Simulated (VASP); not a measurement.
# TiO2 (Anatase) (I4_1/amd) in VASP: notebook, part 2 of 2

VASP 6.6.1. The steps go on from the part before.

## Step 3: Single point, PBE+U

The input, INCAR:

```
ALGO = Normal
EDIFF = 1E-7
ENCUT = 520
GGA = PE
ISIF = 2
ISMEAR = -1
LASPH = True
LCHARG = True
LDAU = True
LDAUJ = 0 0
LDAUL = 2 -1
LDAUPRINT = 1
LDAUTYPE = 2
LDAUU = 6 0
LELF = True
LMAXMIX = 4
LREAL = False
LVHAR = True
LWAVE = False
NBANDS = 33
NELM = 150
PREC = Accurate
SIGMA = 0.05
```

The input, KPOINTS:

```
k-points
0
Gamma
  10 10 10
```

The input, POSCAR:

```
TiO2
1.0
   -1.8921000000      1.8921000000      4.7573000000
    1.8921000000     -1.8921000000      4.7573000000
    1.8921000000      1.8921000000     -4.7573000000
Ti O
2 4
Direct
    0.7500000000      0.2500000000      0.5000000000
    0.0000000000      0.0000000000      0.0000000000
    0.7919000000      0.7919000000      0.0000000000
    0.5419000000      0.0419000000      0.5000000000
    0.9581000000      0.4581000000      0.5000000000
    0.2081000000      0.2081000000      0.0000000000
```

Potentials or basis: VASP PAW PBE potentials, release 64 (Ti_sv, O).

Started as:

```console
> cat potpaw_PBE.64/Ti_sv/POTCAR potpaw_PBE.64/O/POTCAR > POTCAR
> mpirun -np 1 vasp_std > vasp.out
```

OUTCAR:

```text
EDIFF = 1E-7
   ENCUT = 520
   GGA = PE
   ISIF = 2
   ISMEAR = -1
   LASPH = True
   LREAL = False
   NELM = 150
   PREC = Accurate

 ion  position               nearest neighbor table
   1  0.750  0.250  0.500-   3 1.93   6 1.93   3 1.93   6 1.93   5 1.98   4 1.98
   2  0.000  0.000  0.000-   4 1.93   5 1.93   4 1.93   5 1.93   3 1.98   6 1.98
   3  0.792  0.792  0.000-   1 1.93   1 1.93   2 1.98
   4  0.542  0.042  0.500-   2 1.93   2 1.93   1 1.98
   5  0.958  0.458  0.500-   2 1.93   2 1.93   1 1.98
   6  0.208  0.208  0.000-   1 1.93   1 1.93   2 1.98

  LATTYP: Found a body centered tetragonal cell.
 ALAT       =     3.7842000000
 C/A-ratio  =     2.5142962846

  Lattice vectors:

 A1 = (  -1.8921000000,   1.8921000000,   4.7573000000)
 A2 = (   1.8921000000,  -1.8921000000,   4.7573000000)
 A3 = (   1.8921000000,   1.8921000000,  -4.7573000000)

Analysis of symmetry for initial positions (statically):
=====================================================================
 Subroutine PRICEL returns:
 Original cell was already a primitive cell.

[... 253 lines left out ...]
 fundamental gap:      3.0133354537
 Fermi energy:         4.9821295235

 k-point     1 :       0.0000    0.0000    0.0000
  band No.  band energies     occupation
      1     -54.1025      2.00000
      2     -54.0460      2.00000
      3     -30.4799      2.00000
      4     -30.2569      2.00000
      5     -30.2569      2.00000
      6     -30.1904      2.00000
[... 853 lines left out ...]
     32      10.3793      0.00000
     33      11.2198      0.00000

 [... further k-points ...]

------------------------ aborting loop because EDIFF is reached ----------------------------------------

  FORCE on cell =-STRESS in cart. coord.  units (eV):
  Direction    XX          YY          ZZ          XY          YZ          ZX
  --------------------------------------------------------------------------------------
  -------------------------------------------------------------------------------------
  Total        7.4730622      7.4730622      6.9897183      0.0000000      0.0000000      0.0000000
  in kB      175.7520807    175.7520807    164.3847608      0.0000000      0.0000000      0.0000000
  external PRESSURE =     171.9629741 kB  Pullay stress =       0.0000000 kB

 VOLUME and BASIS-vectors are now :
 -----------------------------------------------------------------------------
  energy-cutoff  :      520.00
  volume of cell :       68.13
      direct lattice vectors                 reciprocal lattice vectors
    -1.892100000  1.892100000  4.757300000     0.000000000  0.264256646  0.105101633
     1.892100000 -1.892100000  4.757300000     0.264256646  0.000000000  0.105101633
     1.892100000  1.892100000 -4.757300000     0.264256646  0.264256646  0.000000000

 POSITION                                       TOTAL-FORCE (eV/Angst)
 -----------------------------------------------------------------------------------
      0.00000      1.89210      2.37865         0.000000      0.000000     -0.000000
      0.00000      0.00000      0.00000         0.000000      0.000000     -0.000000
      0.00000      0.00000      7.53461         0.000000      0.000000     -0.294299
      0.00000      1.89210      0.39866        -0.000000     -0.000000     -0.294299
      0.00000      1.89210      4.35864         0.000000      0.000000      0.294299
      0.00000      0.00000      1.97999        -0.000000     -0.000000      0.294299
 -----------------------------------------------------------------------------------
    total drift:                                0.000000      0.000000      0.000000

  FREE ENERGIE OF THE ION-ELECTRON SYSTEM (eV)
  ---------------------------------------------------
  free  energy   TOTEN  =       -45.7740333573 eV

  energy  without entropy=      -45.7740333573  energy(sigma->0) =      -45.77403336
```

Wall time 8.4 min (1 thread of Intel Xeon 6975P-C, shared host); peak memory 0.38 GiB.

What came out:

```
Free energy            : -45.7740 eV
Pressure               : 17.2 GPa
Largest force          : 0.294 eV/Å
Band gap on the k mesh : 3.01 eV, indirect (least direct gap 3.39 eV)
```

Forces in eV/Å, atoms in the order of the input:
```
Ti   0.000  0.000  0.000
Ti   0.000  0.000  0.000
O    0.000  0.000 -0.294
O    0.000  0.000 -0.294
O    0.000  0.000  0.294
O    0.000  0.000  0.294
```

Levels at points of the mesh, in eV from the valence-band top:
```tsv
k point	band 20	band 21	band 22	band 23	band 24	band 25	band 26	band 27	band 28	band 29
(0.00, 0.00, 0.00)	-0.82	-0.74	-0.74	-0.48	-0.48	3.01	3.82	4.72	4.72	4.81
(0.50, 0.00, 0.00)	-2.01	-1.83	-0.96	-0.94	-0.71	4.12	4.27	4.33	4.53	5.06
(0.50, 0.50, 0.00)	-2.58	-2.05	-2.05	-0.04	-0.04	4.22	4.22	4.61	4.61	5.71
(0.50, 0.50, 0.50)	-1.48	-1.32	-1.32	-0.16	-0.16	3.40	3.40	4.70	4.70	4.86
```

Eigenvalues of the final occupation matrices:
| site | spin | trace | eigenvalues |
| --- | --- | --- | --- |
| site 1 d | 1 | 0.78 | 0.09 0.09 0.10 0.25 0.25 |
| site 1 d | 2 | 0.78 | 0.09 0.09 0.10 0.25 0.25 |
| site 2 d | 1 | 0.78 | 0.09 0.09 0.10 0.25 0.25 |
| site 2 d | 2 | 0.78 | 0.09 0.09 0.10 0.25 0.25 |
